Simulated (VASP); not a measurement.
# HfTi4Si (F-43m) in VASP: a series of runs

HfTi4Si is run at these levels: PBE; tasks: single point, relaxation of cell and atoms.

Everything below comes from runs of VASP 6.6.1. Logs are shortened: lines on timing, memory, paths and dates and some standing lists are left out, and cuts for length are marked.

## 1. The cell of the first run

The structure is cubic, space group F-43m (No. 216). Conventional cell: a = 7.501 Å, b = 7.501 Å, c = 7.501 Å, α = 90.00°, β = 90.00°, γ = 90.00°. Hf (site symmetry -43m) has 12 Ti at 3.10 Å and 4 Si at 3.25 Å within 4.1 Å. Within 3.4 Å of Ti (site symmetry 3m) lie 6 Ti at 2.59 to 2.71 Å and 3 Hf at 3.10 Å and 3 Si at 3.12 Å. Si (site symmetry -43m) has 12 Ti at 3.12 Å and 4 Hf at 3.25 Å within 4.1 Å.

The cell was built from a structure type or drawn by symmetry, and may not be a known phase.

## 2. Single point, PBE

INCAR

```
PREC = Accurate
ENCUT = 520
EDIFF = 1E-6
ISMEAR = 0
SIGMA = 0.1
LREAL = F
LASPH = T
NELM = 60
ALGO = Fast
ISIF = 2
LWAVE = F
LCHARG = F
GGA = PE
NBANDS = 40
```

KPOINTS

```
regular mesh
0
Gamma
  10 10 10
```

POSCAR

```
HfTi4Si
1.0
    0.0000000000      3.7504977340      3.7504977340
    3.7504977340      0.0000000000      3.7504977340
    3.7504977340      3.7504977340      0.0000000000
Hf Ti Si
1 4 1
Direct
    0.0000000000      0.0000000000      0.0000000000
    0.6278873491      0.6278873491      0.1163379527
    0.6278873491      0.1163379527      0.6278873491
    0.1163379527      0.6278873491      0.6278873491
    0.6278873491      0.6278873491      0.6278873491
    0.2500000000      0.2500000000      0.2500000000
```

Potentials or basis: VASP PAW PBE potentials, release 64 (Hf_pv, Ti_sv, Si).

Launch:

```console
> cat potpaw_PBE.64/Hf_pv/POTCAR potpaw_PBE.64/Ti_sv/POTCAR potpaw_PBE.64/Si/POTCAR > POTCAR
> mpirun -np 1 vasp_std > vasp.out
```

OUTCAR:

```text
PREC = Accurate
   ENCUT = 520
   EDIFF = 1E-6
   ISMEAR = 0
   LREAL = F
   LASPH = T
   NELM = 60
   ISIF = 2
   GGA = PE

 ion  position               nearest neighbor table
   1  0.000  0.000  0.000-   2 3.10   3 3.10   5 3.10   2 3.10   4 3.10   5 3.10   3 3.10   4 3.10
                             5 3.10   2 3.10   3 3.10   4 3.10   6 3.25   6 3.25   6 3.25   6 3.25
   2  0.628  0.628  0.116-   3 2.59   4 2.59   5 2.59   5 2.71   3 2.71   4 2.71   1 3.10   1 3.10
                             1 3.10
   3  0.628  0.116  0.628-   2 2.59   4 2.59   5 2.59   2 2.71   5 2.71   4 2.71   1 3.10   1 3.10
                             1 3.10
   4  0.116  0.628  0.628-   2 2.59   3 2.59   5 2.59   5 2.71   2 2.71   3 2.71   1 3.10   1 3.10
                             1 3.10
   5  0.628  0.628  0.628-   2 2.59   3 2.59   4 2.59   2 2.71   3 2.71   4 2.71   1 3.10   1 3.10
                             1 3.10
   6  0.250  0.250  0.250-   1 3.25   1 3.25   1 3.25   1 3.25

  LATTYP: Found a face centered cubic cell.
 ALAT       =     7.5009954680

  Lattice vectors:

 A1 = (   0.0000000000,   3.7504977340,   3.7504977340)
 A2 = (   3.7504977340,   0.0000000000,   3.7504977340)
 A3 = (   3.7504977340,   3.7504977340,   0.0000000000)

Analysis of symmetry for initial positions (statically):
=====================================================================
 Subroutine PRICEL returns:
 Original cell was already a primitive cell.

 Routine SETGRP: Setting up the symmetry group for a
 face centered cubic supercell.

 Subroutine GETGRP returns: Found 24 space group operations
 (whereof 24 operations were pure point group operations)
 out of a pool of 48 trial point group operations.

The static configuration has the point symmetry T_d .

Analysis of symmetry for dynamics (positions and initial velocities):
=====================================================================
 Subroutine PRICEL returns:
 Original cell was already a primitive cell.

 Routine SETGRP: Setting up the symmetry group for a
 face centered cubic supercell.

 Subroutine GETGRP returns: Found 24 space group operations
 (whereof 24 operations were pure point group operations)
 out of a pool of 48 trial point group operations.

The dynamic configuration has the point symmetry T_d .

 Subroutine INISYM returns: Found 24 space group operations
 (whereof 24 operations are pure point group operations),
 and found     1 'primitive' translations

----------------------------------------------------------------------------------------

                                     Primitive cell

  volume of cell :     105.5108

[... 103 lines left out ...]
   ISYM   =      2    0-nonsym 1-usesym 2-fastsym
   POTIM  = 0.5000    time-step for ionic-motion
   TEBEG  =    0.0;   TEEND  =   0.0 temperature during run
   PSTRESS=    0.0 pullay stress
   NELECT =      62.0000    total number of electrons
   NUPDOWN=      -1.0000    fix difference up-down
   EMIN   =  10.00;   EMAX   =-10.00  energy-range for DOS
   EFERMI =   0.00;   METHOD = LEGACY
   ISMEAR =     0;   SIGMA  =   0.10  broadening in eV -4-tet -1-fermi 0-gaus
   EFERMI_NEDOS =   21; number of points for ismear=-14 and -15
   IALGO  =     68    algorithm
   IMIX   =      4    mixing-type and parameters
     AMIX     =   0.40;   BMIX     =  1.00
     AMIX_MAG =   1.60;   BMIX_MAG =  1.00
  volume/ion in A,a.u.               =      17.59       118.67
  Fermi-wavevector in a.u.,A,eV,Ry     =   1.371218  2.591226 25.582200  1.880239
  Thomas-Fermi vector in A             =   2.496934
   LORBIT       =      0    0 simple, 1 ext, 2 COOP (PROOUT), +10 PAW based schemes
   GGA     = PE    functional components
   LHFCALC =     F    Hartree Fock is set to
   AEXX    =    0.0000 exact exchange contribution
   IVDW    =     0    specifies the selected vdW correction
   LEPSILON=     F    determine dielectric tensor
   LRPA    =     F    only Hartree local field effects (RPA)
 non-spin polarized calculation
 RMM-DIIS sequential band-by-band and
 Gauss-broadening in eV      SIGMA  =   0.10
  energy-cutoff  :      520.00
  volume of cell :      105.51
 maximum number of plane-waves:      2874
   NGX = 19   NGY = 19   NGZ = 19

 number of electron      61.9999996 magnetization

 Free energy of the ion-electron system (eV)
  ---------------------------------------------------
  ext. energy  EPLUGINS =         0.00000000
  ---------------------------------------------------
  free energy    TOTEN  =       -45.71914422 eV

  energy without entropy =      -45.66232406  energy(sigma->0) =      -45.69073414

 E-fermi :   7.7727     XC(G=0): -11.3942

 val. band max:        7.7692361111   @ k =  -0.3000   0.2000   0.0000
 cond. band min:       7.7778528660   @ k =   0.5000   0.2000   0.1000
 fundamental gap:      0.0086167549
 Fermi energy:         7.7727248110

 k-point     1 :       0.0000    0.0000    0.0000
  band No.  band energies     occupation
      1     -48.6287      2.00000
      2     -48.3899      2.00000
      3     -48.3899      2.00000
      4     -48.3899      2.00000
      5     -25.6167      2.00000
      6     -25.1095      2.00000
[... 1021 lines left out ...]
     39      10.4499      0.00000
     40      10.4844      0.00000

 [... further k-points ...]

------------------------ aborting loop because EDIFF is reached ----------------------------------------

  FORCE on cell =-STRESS in cart. coord.  units (eV):
  Direction    XX          YY          ZZ          XY          YZ          ZX
  --------------------------------------------------------------------------------------
  -------------------------------------------------------------------------------------
  Total       -0.1708411     -0.1708411     -0.1708411     -0.0000000     -0.0000000      0.0000000
  in kB       -2.5942161     -2.5942161     -2.5942161     -0.0000000     -0.0000000      0.0000000
  external PRESSURE =      -2.5942161 kB  Pullay stress =       0.0000000 kB

 VOLUME and BASIS-vectors are now :
 -----------------------------------------------------------------------------
  energy-cutoff  :      520.00
  volume of cell :      105.51
      direct lattice vectors                 reciprocal lattice vectors
     0.000000000  3.750497734  3.750497734    -0.133315638  0.133315638  0.133315638
     3.750497734  0.000000000  3.750497734     0.133315638 -0.133315638  0.133315638
     3.750497734  3.750497734  0.000000000     0.133315638  0.133315638 -0.133315638

 POSITION                                       TOTAL-FORCE (eV/Angst)
 -----------------------------------------------------------------------------------
      0.00000      0.00000      0.00000        -0.000000     -0.000000     -0.000000
      2.79122      2.79122      4.70978         0.006201      0.006201     -0.006201
      2.79122      4.70978      2.79122         0.006201     -0.006201      0.006201
      4.70978      2.79122      2.79122        -0.006201      0.006201      0.006201
      4.70978      4.70978      4.70978        -0.006201     -0.006201     -0.006201
      1.87525      1.87525      1.87525        -0.000000     -0.000000     -0.000000
 -----------------------------------------------------------------------------------
    total drift:                                0.000001      0.000001      0.000001

  FREE ENERGIE OF THE ION-ELECTRON SYSTEM (eV)
  ---------------------------------------------------
  free  energy   TOTEN  =       -45.7191442239 eV

  energy  without entropy=      -45.6623240583  energy(sigma->0) =      -45.69073414
```

OSZICAR:

```text
N       E                     dE             d eps       ncg     rms          rms(c)
DAV:   1     0.782620468805E+03    0.78262E+03   -0.31011E+04  3768   0.180E+03
DAV:   2     0.486950153845E+02   -0.73393E+03   -0.71674E+03  3776   0.562E+02
DAV:   3    -0.366619158109E+02   -0.85357E+02   -0.81413E+02  6232   0.162E+02
[... 27 lines left out ...]
RMM:  31    -0.457191406057E+02   -0.16487E-05   -0.18844E-05  5107   0.196E-02    0.549E-03
RMM:  32    -0.457191418378E+02   -0.12321E-05   -0.16155E-05  4995   0.183E-02    0.328E-03
RMM:  33    -0.457191427393E+02   -0.90149E-06   -0.12631E-05  5044   0.167E-02    0.214E-03
RMM:  34    -0.457191435877E+02   -0.84837E-06   -0.10367E-05  4750   0.151E-02    0.887E-04
RMM:  35    -0.457191442239E+02   -0.63620E-06   -0.78508E-06  4459   0.135E-02
   1 F= -.45719144E+02 E0= -.45690734E+02  d E =-.568202E-01
```

stdout:

```text
POSCAR found type information on POSCAR HfTiSi
 POSCAR found :  3 types and       6 ions
 scaLAPACK will be used
 LDA part: xc-table for (Slater+PW92), standard interpolation
 POSCAR, INCAR and KPOINTS ok, starting setup
 FFT: planning ... GRIDC
 FFT: planning ... GRID_SOFT
 FFT: planning ... GRID
 WAVECAR not read
 entering main loop
WARNING in EDDRMM: call to ZHEGV failed, returncode =   6  3      7
WARNING in EDDRMM: call to ZHEGV failed, returncode =   8  4      7
WARNING in EDDRMM: call to ZHEGV failed, returncode =   6  3     21
WARNING in EDDRMM: call to ZHEGV failed, returncode =   6  3     26
WARNING in EDDRMM: call to ZHEGV failed, returncode =   6  3      9
WARNING in EDDRMM: call to ZHEGV failed, returncode =   6  3      6
```

Run time: 14 min. Hardware: 1 thread of Intel Xeon 8259CL, shared host; peak memory 0.36 GiB.

What came out:

| Item | Value |
| --- | --- |
| Free energy | -45.7191 eV |
| Pressure | -0.3 GPa |
| Largest force | 0.011 eV/Å |
| Band gap on the k mesh | zero (bands 31 and 32 overlap by 0.44 eV) |

Forces on the atoms (eV/Å):
```
Hf   0.000  0.000  0.000
Ti   0.006  0.006 -0.006
Ti   0.006 -0.006  0.006
Ti  -0.006  0.006  0.006
Ti  -0.006 -0.006 -0.006
Si   0.000  0.000  0.000
```

Caveat: spin-orbit coupling is left out, which moves the levels of the heavy elements.

## 3. Relaxation of cell and atoms, PBE

This run uses another cell than the first one, of 17.51 Å³/atom.

INCAR

```
ALGO     = Fast           # electronic algorithm
EDIFF    = 1E-6           # SCF threshold, eV
EDIFFG   = -0.01          # ionic threshold
ENCUT    = 600            # plane-wave cutoff, eV
GGA      = PE             # functional
IBRION   = 2              # ionic algorithm
ISIF     = 3              # what is computed and relaxed
ISMEAR   = 0              # smearing method
LASPH    = T              # aspherical terms in the spheres
LCHARG   = F              # write CHGCAR
LREAL    = F              # projectors in reciprocal space
LWAVE    = F              # write WAVECAR
NELM     = 60             # most SCF steps
NSW      = 100            # ionic steps
PREC     = Accurate       # precision mode
SIGMA    = 0.1            # smearing width, eV
```

KPOINTS

```
k-points
0
Gamma
  10 10 10
```

POSCAR

```
HfTi4Si
1.0
    0.0000000000      3.7449938699      3.7449938699
    3.7449938699      0.0000000000      3.7449938699
    3.7449938699      3.7449938699      0.0000000000
Hf Ti Si
1 4 1
Direct
    0.0000000000      0.0000000000      0.0000000000
    0.6279210399      0.6279210399      0.1162368802
    0.6279210399      0.1162368802      0.6279210399
    0.1162368802      0.6279210399      0.6279210399
    0.6279210399      0.6279210399      0.6279210399
    0.2500000000      0.2500000000      0.2500000000
```

Potentials or basis: VASP PAW PBE potentials, release 64 (Hf_pv, Ti_sv, Si).

Launch:

```console
> cat potpaw_PBE.64/Hf_pv/POTCAR potpaw_PBE.64/Ti_sv/POTCAR potpaw_PBE.64/Si/POTCAR > POTCAR
> mpirun -np 1 vasp_std > vasp.out
```

OUTCAR:

```text
EDIFF = 1E-6
   EDIFFG = -0.01
   ENCUT = 600
   GGA = PE
   IBRION = 2
   ISIF = 3
   ISMEAR = 0
   LASPH = T
   LREAL = F
   NELM = 60
   NSW = 100
   PREC = Accurate

 ion  position               nearest neighbor table
   1  0.000  0.000  0.000-   2 3.10   3 3.10   2 3.10   4 3.10   3 3.10   4 3.10   5 3.10   5 3.10
                             5 3.10   2 3.10   3 3.10   4 3.10   6 3.24   6 3.24   6 3.24   6 3.24
   2  0.628  0.628  0.116-   3 2.59   4 2.59   5 2.59   5 2.71   3 2.71   4 2.71   1 3.10   1 3.10
                             1 3.10
   3  0.628  0.116  0.628-   2 2.59   4 2.59   5 2.59   2 2.71   5 2.71   4 2.71   1 3.10   1 3.10
                             1 3.10
   4  0.116  0.628  0.628-   2 2.59   3 2.59   5 2.59   5 2.71   2 2.71   3 2.71   1 3.10   1 3.10
                             1 3.10
   5  0.628  0.628  0.628-   2 2.59   3 2.59   4 2.59   2 2.71   3 2.71   4 2.71   1 3.10   1 3.10
                             1 3.10
   6  0.250  0.250  0.250-   1 3.24   1 3.24   1 3.24   1 3.24

  LATTYP: Found a face centered cubic cell.
 ALAT       =     7.4899877398

  Lattice vectors:

 A1 = (   0.0000000000,   3.7449938699,   3.7449938699)
 A2 = (   3.7449938699,   0.0000000000,   3.7449938699)
 A3 = (   3.7449938699,   3.7449938699,   0.0000000000)
[... 243 lines left out ...]
  band No.  band energies     occupation
      1     -48.6070      2.00000
      2     -48.3670      2.00000
      3     -48.3670      2.00000
      4     -48.3670      2.00000
      5     -25.5996      2.00000
      6     -25.0894      2.00000
[... 949 lines left out ...]
     36       9.1256      0.00000
     37       9.2309      0.00000

 [... further k-points ...]

------------------------ aborting loop because EDIFF is reached ----------------------------------------

  FORCE on cell =-STRESS in cart. coord.  units (eV):
  Direction    XX          YY          ZZ          XY          YZ          ZX
  --------------------------------------------------------------------------------------
  -------------------------------------------------------------------------------------
  Total       -0.0570651     -0.0570651     -0.0570651     -0.0000000      0.0000000     -0.0000000
  in kB       -0.8681121     -0.8681121     -0.8681121     -0.0000000      0.0000000     -0.0000000
  external PRESSURE =      -0.8681121 kB  Pullay stress =       0.0000000 kB

 VOLUME and BASIS-vectors are now :
 -----------------------------------------------------------------------------
  energy-cutoff  :      600.00
  volume of cell :      105.32
      direct lattice vectors                 reciprocal lattice vectors
    -0.000000000  3.748220225  3.748220225    -0.133396644  0.133396644  0.133396644
     3.748220225 -0.000000000  3.748220225     0.133396644 -0.133396644  0.133396644
     3.748220225  3.748220225 -0.000000000     0.133396644  0.133396644 -0.133396644

 POSITION                                       TOTAL-FORCE (eV/Angst)
 -----------------------------------------------------------------------------------
      3.74822     -0.00000      3.74822         0.000000     -0.000000     -0.000000
      2.79007      2.79007      4.70637        -0.005238     -0.005238      0.005238
      2.79007      4.70637      2.79007        -0.005238      0.005238     -0.005238
      4.70637      2.79007      2.79007         0.005238     -0.005238     -0.005238
      4.70637      4.70637      4.70637         0.005238      0.005238      0.005238
      1.87411      1.87411      1.87411         0.000000     -0.000000     -0.000000
 -----------------------------------------------------------------------------------
    total drift:                                0.000001      0.000001      0.000002

  FREE ENERGIE OF THE ION-ELECTRON SYSTEM (eV)
  ---------------------------------------------------
  free  energy   TOTEN  =       -45.7188618629 eV

  energy  without entropy=      -45.6621711995  energy(sigma->0) =      -45.69051653

 reached required accuracy - stopping structural energy minimisation
```

CONTCAR:

```text
HfTi4Si
   1.00000000000000
    -0.0000000000000000    3.7482202253878101    3.7482202253878101
     3.7482202253878101   -0.0000000000000000    3.7482202253878101
     3.7482202253878101    3.7482202253878101   -0.0000000000000000
  Hf              Ti              Si
     1     4     1
Direct
     0.0000000000000000    1.0000000000000000    0.0000000000000000
     0.6278146287393173    0.6278146287393173    0.1165561136820537
     0.6278146287393173    0.1165561136820537    0.6278146287393173
     0.1165561136820537    0.6278146287393173    0.6278146287393173
     0.6278146287393173    0.6278146287393173    0.6278146287393173
     0.2500000000000000    0.2500000000000000    0.2500000000000000

  0.00000000E+00  0.00000000E+00  0.00000000E+00
  0.00000000E+00  0.00000000E+00  0.00000000E+00
  0.00000000E+00  0.00000000E+00  0.00000000E+00
  0.00000000E+00  0.00000000E+00  0.00000000E+00
  0.00000000E+00  0.00000000E+00  0.00000000E+00
  0.00000000E+00  0.00000000E+00  0.00000000E+00
```

Run time: 23 min. Hardware: 1 thread of Intel Xeon 8259CL, shared host; peak memory 0.4 GiB.

What came out:

| Property | Result |
| --- | --- |
| Free energy | -45.7189 eV |
| Relaxed volume | 17.55 Å³/atom |
| Relaxed cell | a = 5.301 Å, b = 5.301 Å, c = 5.301 Å, α = 60.00°, β = 60.00°, γ = 60.00° |
| Space group after relaxing (to 0.1 Å) | F-43m (No. 216) |
| Energy gained by relaxing | 0.0 meV/atom |
| Ionic steps | 2 |
| Pressure after relaxing | -0.1 GPa |
| Largest force after relaxing | 0.009 eV/Å |
| Band gap on the k mesh | zero (bands 31 and 32 overlap by 0.44 eV) |

Forces on the atoms (eV/Å):
```
Hf   0.000  0.000  0.000
Ti  -0.005 -0.005  0.005
Ti  -0.005  0.005 -0.005
Ti   0.005 -0.005 -0.005
Ti   0.005  0.005  0.005
Si   0.000  0.000  0.000
```

Step by step:
```csv
step,energy change (eV),largest force (eV/Å),pressure (GPa),volume (Å³)
1,0.0000,0.0286,0.16,105.05
2,-0.0001,0.0091,-0.09,105.32
```

Final structure:
```cif
data_structure
_symmetry_space_group_name_H-M 'P 1'
_symmetry_Int_Tables_number 1
_cell_length_a 5.3008
_cell_length_b 5.3008
_cell_length_c 5.3008
_cell_angle_alpha 60.000
_cell_angle_beta 60.000
_cell_angle_gamma 60.000
_cell_volume 105.32
loop_
_atom_site_label
_atom_site_type_symbol
_atom_site_fract_x
_atom_site_fract_y
_atom_site_fract_z
_atom_site_occupancy
Hf1 Hf 0.00000 0.00000 0.00000 1
Ti1 Ti 0.62781 0.62781 0.11656 1
Ti2 Ti 0.62781 0.11656 0.62781 1
Ti3 Ti 0.11656 0.62781 0.62781 1
Ti4 Ti 0.62781 0.62781 0.62781 1
Si1 Si 0.25000 0.25000 0.25000 1
```

Caveat: spin-orbit coupling is left out, which moves the levels of the heavy elements.
